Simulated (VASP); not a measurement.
The system is MnS.

```
CELL_PARAMETERS angstrom
1.83000 1.05655 2.97092
-1.83000 1.05655 2.97092
0.00000 -2.11310 2.97092
ATOMIC_POSITIONS crystal
Mn 0.00000 0.00000 0.00000
S 0.50000 0.50000 0.50000
```

Base run:

| Quantity | Value |
| --- | --- |
| Program | VASP 6.6.1 |
| Functional | PBE |
| Potentials or basis | VASP PAW PBE potentials, release 64 (Mn_sv, S) |
| Cutoff | 600 eV |
| k mesh | 8 × 8 × 8 |
| Occupations | fermi-dirac, width 0.05 eV |
| Spin | collinear spin, ferromagnetic start |
| Starting moments | [3.0, 0.0] μB |
| Fixed moment | 3 μB |

Its results: pressure -16.6 GPa; site moments Mn +2.86; S -0.08 μB.

Question: After a change of settings the same cell gave: pressure -19.8 GPa; site moments Mn +1.93; S -0.05 μB. Which change was it?
A. fixed moment from 3 μB to 1 μB; moments at the start from [3.0, 0.0] to [1.0, 0.0]
B. fixed moment from 3 μB to 6 μB; moments at the start from [3.0, 0.0] to [6.0, 0.0]
C. fixed moment from 3 μB to 2 μB; moments at the start from [3.0, 0.0] to [2.0, 0.0]
D. fixed moment from 3 μB to 5 μB; moments at the start from [3.0, 0.0] to [5.0, 0.0]

Answer: C.

Caveats: the cell stands under tension; the total moment is fixed, so each spin has its own Fermi level; a cell with one magnetic atom can't hold antiferromagnetic order, which such compounds often take.
